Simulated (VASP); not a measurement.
A run of VASP 6.6.1:

The input INCAR:

```
PREC = Accurate ; ENCUT = 520
EDIFF = 1E-7 ; ISMEAR = -1
SIGMA = 0.05 ; LREAL = F
LASPH = T ; NELM = 60
ALGO = Fast ; ISIF = 2
LWAVE = F ; LCHARG = T
GGA = PE ; LELF = T
LVHAR = T ; NBANDS = 16
```

Contents of KPOINTS:

```
regular mesh
0
Gamma
  12 12 7
```

Contents of POSCAR:

```
Co
1.0
    2.4719999032      0.0000000000      0.0000000000
   -1.2359999516      2.1408147143      0.0000000000
    0.0000000000      0.0000000000      4.0211440800
Co
2
Direct
    0.6666666667      0.3333333333      0.7500000000
    0.3333333333      0.6666666667      0.2500000000
```

Potentials or basis: VASP PAW PBE potentials, release 64 (Co).

The run is started by

```sh
$ cat potpaw_PBE.64/Co/POTCAR > POTCAR
$ mpirun -np 1 vasp_std > vasp.out
```

Hardware: 1 thread of AMD EPYC 7R43 64-Core Processor (Zen 3), with other jobs on the host.

Problem. How long does it take, and how much memory?

Solution. Run time: 31 s on 1 thread of AMD EPYC 7R43 64-Core Processor (Zen 3), with other jobs on the host, peak memory 0.1 GiB. Counts: scf iterations 18, k points 76.
